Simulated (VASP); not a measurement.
# V (Fd-3m) in VASP: a series of runs, part 2 of 2

VASP 6.6.1.

**3. Single point, PBE (19.50 Å³/atom)**

This run uses another cell than the first one, of 19.50 Å³/atom.

Contents of INCAR:

```
SYSTEM = V
PREC = Accurate
ENCUT = 520
EDIFF = 1E-6
ISMEAR = -1
SIGMA = 0.1
LREAL = .False.
LASPH = .True.
NELM = 100
ALGO = Normal
ISIF = 2
LWAVE = .False.
LCHARG = .False.
GGA = PE
NBANDS = 20
```

Contents of KPOINTS:

```
Automatic mesh
0
Gamma
  17 17 17
  0 0 0
```

Contents of POSCAR:

```
V
1.0
    0.0000000000      2.6917709505      2.6917709505
    2.6917709505      0.0000000000      2.6917709505
    2.6917709505      2.6917709505      0.0000000000
V
2
Direct
    0.1250000000      0.1250000000      0.1250000000
    0.8750000000      0.8750000000      0.8750000000
```

Potentials or basis: VASP PAW PBE potentials, release 64 (V_sv).

Run with:

```bash
$ cat potpaw_PBE.64/V_sv/POTCAR > POTCAR
$ mpirun -np 1 vasp_std > vasp.out
```

OUTCAR:

```text
SYSTEM = V
   PREC = Accurate
   ENCUT = 520
   EDIFF = 1E-6
   ISMEAR = -1
   LREAL = .False.
   LASPH = .True.
   NELM = 100
   ISIF = 2
   GGA = PE

 ion  position               nearest neighbor table
   1  0.125  0.125  0.125-   2 2.33   2 2.33   2 2.33   2 2.33
   2  0.875  0.875  0.875-   1 2.33   1 2.33   1 2.33   1 2.33

  LATTYP: Found a face centered cubic cell.
 ALAT       =     5.3835419010

  Lattice vectors:

 A1 = (   0.0000000000,   2.6917709505,   2.6917709505)
 A2 = (   2.6917709505,   0.0000000000,   2.6917709505)
 A3 = (   2.6917709505,   2.6917709505,   0.0000000000)
[... 188 lines left out ...]
      4     -31.9663      2.00000
      5     -31.9663      2.00000
      6     -31.2168      2.00000
[... 541 lines left out ...]
     19       9.3792      0.00000
     20      15.5380      0.00000

 [... further k-points ...]
[... 5 lines left out ...]
  --------------------------------------------------------------------------------------
  -------------------------------------------------------------------------------------
  Total       -0.4691657     -0.4691657     -0.4691657      0.0000000      0.0000000      0.0000000
  in kB      -19.2704806    -19.2704806    -19.2704806      0.0000000      0.0000000      0.0000000
  external PRESSURE =     -19.2704806 kB  Pullay stress =       0.0000000 kB

 VOLUME and BASIS-vectors are now :
 -----------------------------------------------------------------------------
  energy-cutoff  :      520.00
  volume of cell :       39.01
      direct lattice vectors                 reciprocal lattice vectors
     0.000000000  2.691770951  2.691770951    -0.185751317  0.185751317  0.185751317
     2.691770951  0.000000000  2.691770951     0.185751317 -0.185751317  0.185751317
     2.691770951  2.691770951  0.000000000     0.185751317  0.185751317 -0.185751317

 POSITION                                       TOTAL-FORCE (eV/Angst)
 -----------------------------------------------------------------------------------
      0.67294      0.67294      0.67294         0.000000     -0.000000     -0.000000
      4.71060      4.71060      4.71060        -0.000000      0.000000      0.000000
 -----------------------------------------------------------------------------------
    total drift:                                0.000000     -0.000000     -0.000000

  FREE ENERGIE OF THE ION-ELECTRON SYSTEM (eV)
  ---------------------------------------------------
  free  energy   TOTEN  =       -13.2696757684 eV

  energy  without entropy=      -13.0874164393  energy(sigma->0) =      -13.17854610
```

stdout:

```text
POSCAR found type information on POSCAR V
 POSCAR found :  1 types and       2 ions
 scaLAPACK will be used
 LDA part: xc-table for (Slater+PW92), standard interpolation
 POSCAR, INCAR and KPOINTS ok, starting setup
 FFT: planning ... GRIDC
 FFT: planning ... GRID_SOFT
 FFT: planning ... GRID
 WAVECAR not read
 entering main loop
```

It took 3.5 min on 1 thread of Intel Xeon 8259CL, shared host; peak memory 0.23 GiB.

Results:

* Free energy: -13.2697 eV
* Pressure: -1.9 GPa
* Band gap on the k mesh: zero (bands 13 and 14 overlap by 0.85 eV)

Levels at points of the mesh, in eV from the Fermi level:
| k point | band 9 | band 10 | band 11 | band 12 | band 13 | band 14 | band 15 | band 16 | band 17 | band 18 |
| --- | --- | --- | --- | --- | --- | --- | --- | --- | --- | --- |
| (0.00, 0.00, 0.00) | -5.14 | -0.95 | -0.95 | -0.51 | -0.51 | -0.51 | 1.46 | 1.46 | 1.46 | 3.57 |

**4. Single point, PBE (20.25 Å³/atom)**

This run uses another cell than the first one, of 20.25 Å³/atom.

Contents of INCAR:

```
SYSTEM = V
PREC     = Accurate       ! precision mode
ENCUT    = 520            ! plane-wave cutoff, eV
EDIFF    = 1E-6           ! SCF threshold, eV
ISMEAR   = -1             ! smearing method
SIGMA    = 0.1            ! smearing width, eV
LREAL    = .FALSE.        ! projectors in reciprocal space
LASPH    = .TRUE.         ! aspherical terms in the spheres
NELM     = 100            ! most SCF steps
ALGO     = Normal         ! electronic algorithm
ISIF     = 2              ! what is computed and relaxed
LWAVE    = .FALSE.        ! write WAVECAR
LCHARG   = .FALSE.        ! write CHGCAR
GGA      = PE             ! functional
NBANDS   = 20             ! bands
```

Contents of KPOINTS:

```
Automatic mesh
0
G
  17 17 17
  0 0 0
```

Contents of POSCAR:

```
V
1.0
    0.0000000000      2.7258476180      2.7258476180
    2.7258476180      0.0000000000      2.7258476180
    2.7258476180      2.7258476180      0.0000000000
V
2
Direct
    0.1250000000      0.1250000000      0.1250000000
    0.8750000000      0.8750000000      0.8750000000
```

Run with:

```bash
$ cat potpaw_PBE.64/V_sv/POTCAR > POTCAR
$ mpirun -np 1 vasp_std > vasp.out
```

Run time: 4 min. Hardware: 1 thread of Intel Xeon 8259CL, shared host; peak memory 0.24 GiB.

It converged, with:

| Item | Value |
| --- | --- |
| Free energy | -13.2428 eV |
| Pressure | -3.8 GPa |
| Band gap on the k mesh | zero (bands 13 and 14 overlap by 0.82 eV) |

Levels at points of the mesh, in eV from the Fermi level:
```
           k point  band 11  band 12  band 13  band 14  band 15  band 16
(0.00, 0.00, 0.00)    -0.87    -0.48    -0.48    -0.48     1.42     1.42
```

Caveat: the cell stands under tension.

**5. Single point, PBE (21.00 Å³/atom)**

This run uses another cell than the first one, of 21.00 Å³/atom.

Contents of INCAR:

```
ALGO = Normal ; EDIFF = 1E-6
ENCUT = 520 ; GGA = PE
ISIF = 2 ; ISMEAR = -1
LASPH = T ; LCHARG = T
LELF = T ; LREAL = F
LVHAR = T ; LWAVE = F
NBANDS = 20 ; NELM = 80
PREC = Accurate ; SIGMA = 0.1
```

Contents of KPOINTS:

```
k-points
0
Gamma
  17 17 17
```

Contents of POSCAR:

```
V
1.0
    0.0000000000      2.7590929386      2.7590929386
    2.7590929386      0.0000000000      2.7590929386
    2.7590929386      2.7590929386      0.0000000000
V
2
Direct
    0.1250000000      0.1250000000      0.1250000000
    0.8750000000      0.8750000000      0.8750000000
```

Run with:

```bash
$ cat potpaw_PBE.64/V_sv/POTCAR > POTCAR
$ mpirun -np 1 vasp_std > vasp.out
```

Run time: 4.2 min. Hardware: 1 thread of Intel Xeon 8259CL, shared host; peak memory 0.25 GiB.

It converged, with:

```
Free energy            : -13.1995 eV
Pressure               : -5.4 GPa
Band gap on the k mesh : zero (bands 13 and 14 overlap by 0.78 eV)
```

Levels at points of the mesh, in eV from the Fermi level:
```csv
k point,band 10,band 11,band 12,band 13,band 14,band 15,band 16,band 17
"(0.00, 0.00, 0.00)",-0.79,-0.79,-0.46,-0.46,-0.46,1.38,1.38,1.38
```

Caveat: the cell stands under tension.

**6. The runs side by side**

```csv
cell,gap on the mesh (eV),pressure (GPa)
"a = 3.757 Å, angles 60.0°, 2 atoms",none,0.4
"a = 3.807 Å, angles 60.0°, 2 atoms",none,-1.9
"a = 3.855 Å, angles 60.0°, 2 atoms",none,-3.8
"a = 3.902 Å, angles 60.0°, 2 atoms",none,-5.4
```

Alike in all rows: task single point; level PBE; potentials or basis VASP PAW PBE potentials, release 64 (V_sv); no spin polarisation; k mesh 17 × 17 × 17; cutoff (eV) 520; smearing fermi-dirac 0.1 eV.

Caveats: the cell stands under tension (at least some runs).

Absolute energies hang on the potentials; compare differences alone.
